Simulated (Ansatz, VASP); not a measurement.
**One calculation of GaN, two programs**

```xyz
8
Lattice="3.2115 0.0000 0.0000 -1.6058 2.7813 0.0000 0.0000 0.0000 10.3568" Properties=species:S:1:pos:R:3 pbc="T T T"
Ga    0.0000    0.0000    2.9607
Ga    0.0000    1.8542    5.5652
Ga    1.6058    0.9271    0.3868
Ga    0.0000    0.0000    8.1391
N     0.0000    1.8542    8.7385
N     0.0000    0.0000    6.1420
N     1.6058    0.9271    3.5601
N     0.0000    0.0000    0.9636
```

Alike in both runs: task single point; functional PBE; k mesh 12 × 12 × 2; no spin polarisation.

```csv
,VASP,Ansatz
version,VASP 6.6.1,Ansatz 0.2.0
potentials or method,"VASP PAW PBE potentials, release 64 (Ga_d, N), cutoff 600 eV","plane waves, PAW"
occupations,"gaussian, width 0.01 eV",fixed
valence electrons in the cell,72,72
```

|  | VASP | Ansatz | Ansatz less VASP |
| --- | --- | --- | --- |
| gap on the k mesh at the Fermi level (eV) | 0.82 | 0.82 | 0.000 |
